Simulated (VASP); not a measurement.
# CsSnI3 (P4/mmm) in VASP: single point with LDA

Aim: the single point of CsSnI3 with LDA.

Everything below comes from runs of VASP 6.6.1. Logs are shortened: lines on timing, memory, paths and dates and some standing lists are left out, and cuts for length are marked.

### 1 The cell of the first run

Symmetry: P4/mmm, No. 123, tetragonal system. Conventional cell: a = 6.392 Å, b = 6.392 Å, c = 6.206 Å, α = 90.00°, β = 90.00°, γ = 90.00°. Within 5.8 Å of Cs (site symmetry 4/mmm) lie 12 I at 4.45 to 4.52 Å and 8 Sn at 5.48 Å. Within 4.1 Å of Sn (site symmetry 4/mmm) lie 6 I at 3.10 to 3.20 Å. I (site symmetry mmm) has 2 Sn at 3.20 Å within 4.2 Å. Within 4.1 Å of I (site symmetry 4/mmm) lie 2 Sn at 3.10 Å.

### 2 Single point, LDA (strain +0.030 along x and y, +0.000 along z)

INCAR

```
ALGO     = Normal         # electronic algorithm
EDIFF    = 1E-6           # SCF threshold, eV
ENCUT    = 520            # plane-wave cutoff, eV
GGA      = CA             # functional
ISIF     = 2              # what is computed and relaxed
ISMEAR   = 0              # smearing method
LASPH    = True           # aspherical terms in the spheres
LCHARG   = True           # write CHGCAR
LELF     = True           # ELF
LREAL    = False          # projectors in reciprocal space
LVHAR    = True         
LWAVE    = False          # write WAVECAR
NBANDS   = 30             # bands
NELM     = 100            # most SCF steps
PREC     = Accurate       # precision mode
SIGMA    = 0.03           # smearing width, eV
```

KPOINTS

```
k-points
0
Gamma
  6 6 6
```

POSCAR

```
CsSnI3
1.0
    6.3918710000      0.0000000000      0.0000000000
    0.0000000000      6.3918710000      0.0000000000
    0.0000000000      0.0000000000      6.2057000000
Cs Sn I
1 1 3
Direct
    0.0000000000      0.0000000000      0.0000000000
    0.5000000000      0.5000000000      0.5000000000
    0.0000000000      0.5000000000      0.5000000000
    0.5000000000      0.0000000000      0.5000000000
    0.5000000000      0.5000000000      0.0000000000
```

Potentials or basis: VASP PAW LDA potentials, release 64 (Cs_sv, Sn_d, I).

Started as:

```bash
cat potpaw_LDA.64/Cs_sv/POTCAR potpaw_LDA.64/Sn_d/POTCAR potpaw_LDA.64/I/POTCAR > POTCAR
mpirun -np 1 vasp_std > vasp.out
```

OUTCAR:

```text
EDIFF = 1E-6
   ENCUT = 520
   GGA = CA
   ISIF = 2
   ISMEAR = 0
   LASPH = True
   LREAL = False
   NELM = 100
   PREC = Accurate

 ion  position               nearest neighbor table
   1  0.000  0.000  0.000-
   2  0.500  0.500  0.500-   5 3.10   5 3.10   3 3.20   4 3.20   4 3.20   3 3.20
   3  0.000  0.500  0.500-   2 3.20   2 3.20
   4  0.500  0.000  0.500-   2 3.20   2 3.20
   5  0.500  0.500  0.000-   2 3.10   2 3.10

  LATTYP: Found a simple tetragonal cell.
 ALAT       =     6.3918710000
 C/A-ratio  =     0.9708737864

  Lattice vectors:

 A1 = (   6.3918710000,   0.0000000000,   0.0000000000)
 A2 = (   0.0000000000,   6.3918710000,   0.0000000000)
 A3 = (   0.0000000000,   0.0000000000,   6.2057000000)

Analysis of symmetry for initial positions (statically):
=====================================================================
 Subroutine PRICEL returns:
 Original cell was already a primitive cell.

 Routine SETGRP: Setting up the symmetry group for a
 simple tetragonal supercell.

 Subroutine GETGRP returns: Found 16 space group operations
 (whereof 16 operations were pure point group operations)
 out of a pool of 16 trial point group operations.

The static configuration has the point symmetry D_4h.

Analysis of symmetry for dynamics (positions and initial velocities):
=====================================================================
 Subroutine PRICEL returns:
 Original cell was already a primitive cell.

 Routine SETGRP: Setting up the symmetry group for a
 simple tetragonal supercell.

 Subroutine GETGRP returns: Found 16 space group operations
 (whereof 16 operations were pure point group operations)
 out of a pool of 16 trial point group operations.

The dynamic configuration has the point symmetry D_4h.

 Subroutine INISYM returns: Found 16 space group operations
 (whereof 16 operations are pure point group operations),
 and found     1 'primitive' translations

----------------------------------------------------------------------------------------

                                     Primitive cell

  volume of cell :     253.5402

  direct lattice vectors                    reciprocal lattice vectors
     6.391871000  0.000000000  0.000000000     0.156448714  0.000000000  0.000000000
     0.000000000  6.391871000  0.000000000     0.000000000  0.156448714  0.000000000
     0.000000000  0.000000000  6.205700000     0.000000000  0.000000000  0.161142176

  length of vectors
     6.391871000  6.391871000  6.205700000     0.156448714  0.156448714  0.161142176

  position of ions in fractional coordinates (direct lattice)
     0.000000000  0.000000000  0.000000000
     0.500000000  0.500000000  0.500000000
     0.000000000  0.500000000  0.500000000
     0.500000000  0.000000000  0.500000000
     0.500000000  0.500000000  0.000000000

  ion indices of the primitive-cell ions
   primitive index   ion index
                 1           1
                 2           2
                 3           3
                 4           4
                 5           5

----------------------------------------------------------------------------------------

 KPOINTS: k-points

Automatic generation of k-mesh.
 Grid dimensions read from file:
 generate k-points for:    6    6    6

 Generating k-lattice:

  Cartesian coordinates                     Fractional coordinates (reciprocal lattice)
     0.026074786  0.000000000  0.000000000     0.166666667  0.000000000  0.000000000
     0.000000000  0.026074786  0.000000000     0.000000000  0.166666667  0.000000000
     0.000000000  0.000000000  0.026857029     0.000000000  0.000000000  0.166666667

  Length of vectors
     0.026074786  0.026074786  0.026857029

  Shift w.r.t. Gamma in fractional coordinates (k-lattice)
     0.000000000  0.000000000  0.000000000

 Subroutine IBZKPT returns following result:
 ===========================================

 Found     40 irreducible k-points:

 Following reciprocal coordinates:
            Coordinates               Weight
  0.000000  0.000000  0.000000      1.000000
  0.166667  0.000000  0.000000      4.000000
  0.333333  0.000000  0.000000      4.000000
  0.500000  0.000000  0.000000      2.000000
  0.166667  0.166667  0.000000      4.000000
  0.333333  0.166667  0.000000      8.000000
[... 16 lines left out ...]
  0.333333  0.000000  0.333333      8.000000
  0.500000  0.000000  0.333333      4.000000
 [... further k-points ...]
   k-points           NKPTS =     40   k-points in BZ     NKDIM =     40   number of bands    NBANDS=     30
   number of dos      NEDOS =    301   number of ions     NIONS =      5
   total plane-waves  NPLWV = 110592
   dimension x,y,z NGX =    48 NGY =   48 NGZ =   48
   dimension x,y,z NGXF=    96 NGYF=   96 NGZF=   96
   ions per type =               1   1   3
   NGX,Y,Z   is equivalent  to a cutoff of  12.48, 12.48, 12.86 a.u.
   NGXF,Y,Z  is equivalent  to a cutoff of  24.97, 24.97, 25.72 a.u.
 SYSTEM =  unknown system
   PREC   = accura    normal or accurate (medium, high low for compatibility)
   ISTART =      0    job   : 0-new  1-cont  2-samecut
   ICHARG =      2    charge: 1-file 2-atom 10-const
   ISPIN  =      1    spin polarized calculation?
   LNONCOLLINEAR =      F non collinear calculations
   LSORBIT =      F    spin-orbit coupling
   LASPH  =      T    aspherical Exc in radial PAW
   ENCUT  =  520.0 eV  38.22 Ry    6.18 a.u.  11.88 11.88 11.54*2*pi/ulx,y,z
   NELM   =    100;   NELMIN=  2; NELMDL= -5     # of ELM steps
   EDIFF  = 0.1E-05   stopping-criterion for ELM
   LREAL  =      F    real-space projection
[... 7 lines left out ...]
   TEBEG  =    0.0;   TEEND  =   0.0 temperature during run
   PSTRESS=    0.0 pullay stress
   NELECT =      44.0000    total number of electrons
   NUPDOWN=      -1.0000    fix difference up-down
   EMIN   =  10.00;   EMAX   =-10.00  energy-range for DOS
   EFERMI =   0.00;   METHOD = LEGACY
   ISMEAR =     0;   SIGMA  =   0.03  broadening in eV -4-tet -1-fermi 0-gaus
   EFERMI_NEDOS =   21; number of points for ismear=-14 and -15
   IALGO  =     38    algorithm
   IMIX   =      4    mixing-type and parameters
     AMIX     =   0.40;   BMIX     =  1.00
     AMIX_MAG =   1.60;   BMIX_MAG =  1.00
  volume/ion in A,a.u.               =      50.71       342.19
  Fermi-wavevector in a.u.,A,eV,Ry     =   0.913153  1.725609 11.345192  0.833848
  Thomas-Fermi vector in A             =   2.037631
   LORBIT       =      0    0 simple, 1 ext, 2 COOP (PROOUT), +10 PAW based schemes
   GGA     = CA    functional components
   LHFCALC =     F    Hartree Fock is set to
   AEXX    =    0.0000 exact exchange contribution
   IVDW    =     0    specifies the selected vdW correction
   LEPSILON=     F    determine dielectric tensor
   LRPA    =     F    only Hartree local field effects (RPA)
 non-spin polarized calculation
 Gauss-broadening in eV      SIGMA  =   0.03
  energy-cutoff  :      520.00
  volume of cell :      253.54
 maximum number of plane-waves:      6864
 NGX is ok and might be reduce to    48
   NGX = 23   NGY = 23   NGZ = 23

 number of electron      44.0000007 magnetization

 Free energy of the ion-electron system (eV)
  ---------------------------------------------------
  ext. energy  EPLUGINS =         0.00000000
  ---------------------------------------------------
  free energy    TOTEN  =       -15.82799899 eV

  energy without entropy =      -15.82799899  energy(sigma->0) =      -15.82799899

 E-fermi :   2.0802     XC(G=0):  -7.6496

 val. band max:        1.9199564846   @ k =   0.5000   0.5000   0.5000
 cond. band min:       2.3636219396   @ k =   0.5000   0.5000   0.5000
 fundamental gap:      0.4436654550
 Fermi energy:         2.0801967698

 k-point     1 :       0.0000    0.0000    0.0000
  band No.  band energies     occupation
      1     -20.0159      2.00000
      2     -19.8717      2.00000
      3     -19.8699      2.00000
      4     -19.8571      2.00000
      5     -19.8508      2.00000
      6     -19.8508      2.00000
[... 22 lines left out ...]
     29       6.2783      0.00000
     30       6.2783      0.00000

 k-point     2 :       0.1667    0.0000    0.0000
  band No.  band energies     occupation
      1     -20.0159      2.00000
      2     -19.8715      2.00000
      3     -19.8698      2.00000
      4     -19.8572      2.00000
      5     -19.8508      2.00000
      6     -19.8508      2.00000
[... 22 lines left out ...]
     29       5.8895      0.00000
     30       6.2712      0.00000

 k-point     3 :       0.3333    0.0000    0.0000
  band No.  band energies     occupation
      1     -20.0157      2.00000
      2     -19.8713      2.00000
      3     -19.8697      2.00000
      4     -19.8572      2.00000
      5     -19.8508      2.00000
      6     -19.8508      2.00000
[... 22 lines left out ...]
     29       6.3770      0.00000
     30       6.5783      0.00000

 k-point     4 :       0.5000    0.0000    0.0000
  band No.  band energies     occupation
      1     -20.0157      2.00000
      2     -19.8711      2.00000
      3     -19.8696      2.00000
      4     -19.8572      2.00000
      5     -19.8509      2.00000
      6     -19.8508      2.00000
[... 22 lines left out ...]
     29       6.5153      0.00000
     30       6.5442      0.00000

 k-point     5 :       0.1667    0.1667    0.0000
  band No.  band energies     occupation
      1     -20.0158      2.00000
      2     -19.8714      2.00000
      3     -19.8698      2.00000
      4     -19.8572      2.00000
      5     -19.8508      2.00000
      6     -19.8508      2.00000
[... 22 lines left out ...]
     29       6.0000      0.00000
     30       6.1738      0.00000
[... 526 lines left out ...]
     29       6.0615      0.00000
     30       6.7037      0.00000

 k-point    22 :       0.1667    0.0000    0.3333
  band No.  band energies     occupation
      1     -20.0156      2.00000
      2     -19.8715      2.00000
      3     -19.8687      2.00000
      4     -19.8572      2.00000
      5     -19.8509      2.00000
      6     -19.8509      2.00000
[... 22 lines left out ...]
     29       6.2183      0.00000
     30       6.6887      0.00000

 k-point    23 :       0.3333    0.0000    0.3333
  band No.  band energies     occupation
      1     -20.0155      2.00000
      2     -19.8712      2.00000
      3     -19.8685      2.00000
      4     -19.8572      2.00000
      5     -19.8510      2.00000
      6     -19.8509      2.00000
[... 22 lines left out ...]
     29       6.6836      0.00000
     30       6.7588      0.00000

 k-point    24 :       0.5000    0.0000    0.3333
  band No.  band energies     occupation
      1     -20.0154      2.00000
      2     -19.8711      2.00000
      3     -19.8684      2.00000
      4     -19.8572      2.00000
      5     -19.8510      2.00000
      6     -19.8509      2.00000
[... 22 lines left out ...]
     29       6.8168      0.00000
     30       6.9340      0.00000

 [... further k-points ...]

------------------------ aborting loop because EDIFF is reached ----------------------------------------

  FORCE on cell =-STRESS in cart. coord.  units (eV):
  Direction    XX          YY          ZZ          XY          YZ          ZX
  --------------------------------------------------------------------------------------
  -------------------------------------------------------------------------------------
  Total       -3.7763260     -3.7763260     -2.5421282      0.0000000     -0.0000000      0.0000000
  in kB      -23.8634525    -23.8634525    -16.0642796      0.0000000     -0.0000000      0.0000000
  external PRESSURE =     -21.2637282 kB  Pullay stress =       0.0000000 kB

 VOLUME and BASIS-vectors are now :
 -----------------------------------------------------------------------------
  energy-cutoff  :      520.00
  volume of cell :      253.54
      direct lattice vectors                 reciprocal lattice vectors
     6.391871000  0.000000000  0.000000000     0.156448714  0.000000000  0.000000000
     0.000000000  6.391871000  0.000000000     0.000000000  0.156448714  0.000000000
     0.000000000  0.000000000  6.205700000     0.000000000  0.000000000  0.161142176

 POSITION                                       TOTAL-FORCE (eV/Angst)
 -----------------------------------------------------------------------------------
      0.00000      0.00000      0.00000         0.000000      0.000000      0.000000
      3.19594      3.19594      3.10285         0.000000      0.000000      0.000000
      0.00000      3.19594      3.10285         0.000000      0.000000      0.000000
      3.19594      0.00000      3.10285         0.000000      0.000000      0.000000
      3.19594      3.19594      0.00000         0.000000      0.000000      0.000000
 -----------------------------------------------------------------------------------
    total drift:                                0.000000     -0.000000     -0.000000

  FREE ENERGIE OF THE ION-ELECTRON SYSTEM (eV)
  ---------------------------------------------------
  free  energy   TOTEN  =       -15.8279989948 eV

  energy  without entropy=      -15.8279989948  energy(sigma->0) =      -15.82799899
```

Wall time 3 min (1 thread of Intel Xeon Platinum 8259CL at 2.50GHz (Skylake/Cascade Lake), shared host); peak memory 0.46 GiB.

Results:

| Quantity | Value |
| --- | --- |
| Free energy | -15.8280 eV |
| Pressure | -2.1 GPa |
| Band gap on the k mesh | 0.44 eV |

Caveat: the cell differs from its parent crystal (strain +0.030 along x and y, +0.000 along z); semilocal functionals underestimate gaps, and a narrow one can read as zero; spin-orbit coupling is left out, which moves the levels of the heavy elements. A k mesh can miss the band edges.
